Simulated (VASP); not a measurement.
Wanted: the native input for a VASP 6.6.1 run.

* Task: relaxation of cell and atoms
* Functional: PBEsol
* Potentials or basis: VASP PAW PBE potentials, release 64 (Zn, O)
* Cutoff: 600 eV
* k mesh: 9 × 9 × 5
* Occupations: fermi-dirac, width 0.05 eV
* Spin: no spin polarisation
* Target pressure: 5 GPa
* Dipole correction: no
* Further INCAR settings: ALGO = Normal; EDIFF = 1e-06; IBRION = 2; EDIFFG = -0.005; NSW = 80; ISIF = 3

The structure of ZnO lies in POSCAR:

```
ZnO
1.0
    3.2493080000      0.0000000000      0.0000000000
   -1.6246540000      2.8139832727      0.0000000000
    0.0000000000      0.0000000000      5.2057090000
Zn O
2 2
Direct
    0.6666666667      0.3333333333      0.0000000000
    0.3333333333      0.6666666667      0.5000000000
    0.3333333333      0.6666666667      0.8790100000
    0.6666666667      0.3333333333      0.3790100000
```

These files were run (other wordings do the same):

INCAR

```
ALGO     = Normal         # electronic algorithm
EDIFF    = 1E-6           # SCF threshold, eV
EDIFFG   = -0.005         # ionic threshold
ENCUT    = 600            # plane-wave cutoff, eV
GGA      = PS             # functional
IBRION   = 2              # ionic algorithm
ISIF     = 3              # what is computed and relaxed
ISMEAR   = -1             # smearing method
LASPH    = True           # aspherical terms in the spheres
LCHARG   = False          # write CHGCAR
LREAL    = False          # projectors in reciprocal space
LWAVE    = False          # write WAVECAR
NELM     = 60             # most SCF steps
NSW      = 80             # ionic steps
PREC     = Accurate       # precision mode
PSTRESS  = 50.0         
SIGMA    = 0.05           # smearing width, eV
```

KPOINTS

```
k-points
0
Gamma
  9 9 5
```

Potentials or basis: VASP PAW PBE potentials, release 64 (Zn, O).

Run with:

```console
$ cat potpaw_PBE.64/Zn/POTCAR potpaw_PBE.64/O/POTCAR > POTCAR
$ mpirun -np 1 vasp_std > vasp.out
```

Results of the run:

* Relaxed volume: 11.46 Å³/atom
* Relaxed cell: a = 3.201 Å, b = 3.201 Å, c = 5.167 Å, α = 90.00°, β = 90.00°, γ = 120.00°
* Space group after relaxing (to 0.1 Å): P6_3mc (No. 186)
* Energy change on relaxing (the run minimises the enthalpy): +5.4 meV/atom
* Ionic steps: 11
* Pressure after relaxing: 5.0 GPa
* Band gap on the k mesh: 0.73 eV

Caveat: the cell is relaxed towards a set pressure, so the run minimises the enthalpy, not the energy; the PAW data sets were made with another functional, which shifts forces and pressure a little.

Wall time 120 s on 1 thread of Intel(R) Xeon(R) 6975P-C (Granite Rapids) (shared host), peak memory 0.2 GiB.
